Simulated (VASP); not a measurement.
Ga, 1 atom in the cell. It takes space group Pm-3m (No. 221, cubic). The conventional cell has a = 2.822 Å, b = 2.822 Å, c = 2.822 Å, α = 90.00°, β = 90.00°, γ = 90.00°. Within 3.7 Å of Ga (site symmetry m-3m) lie 6 Ga at 2.82 Å.  This cell differs from its parent crystal: volume scaled by 1.08.

* Program: VASP 6.6.1
* Task: single point
* Functional: revPBE
* Potentials or basis: VASP PAW PBE potentials, release 64 (Ga_d)
* Cutoff: 520 eV
* k mesh: 13 × 13 × 13
* Occupations: fermi-dirac, width 0.1 eV
* Spin: no spin polarisation
* Dipole correction: no
* Further INCAR settings: ALGO = Normal; EDIFF = 1e-07; NBANDS = 12

Potentials or basis: VASP PAW PBE potentials, release 64 (Ga_d).

Run with:

```sh
$ cat potpaw_PBE.64/Ga_d/POTCAR > POTCAR
$ mpirun -np 1 vasp_std > vasp.out
```

Hardware: 1 thread of Intel(R) Xeon(R) Platinum 8488C (Sapphire Rapids) (shared host).

Question: Estimate the wall time of this run.

Answer: It took 8.5 s on 1 thread of Intel(R) Xeon(R) Platinum 8488C (Sapphire Rapids) (shared host), peak memory 0.15 GiB. Counts: scf iterations 12, k points 84.
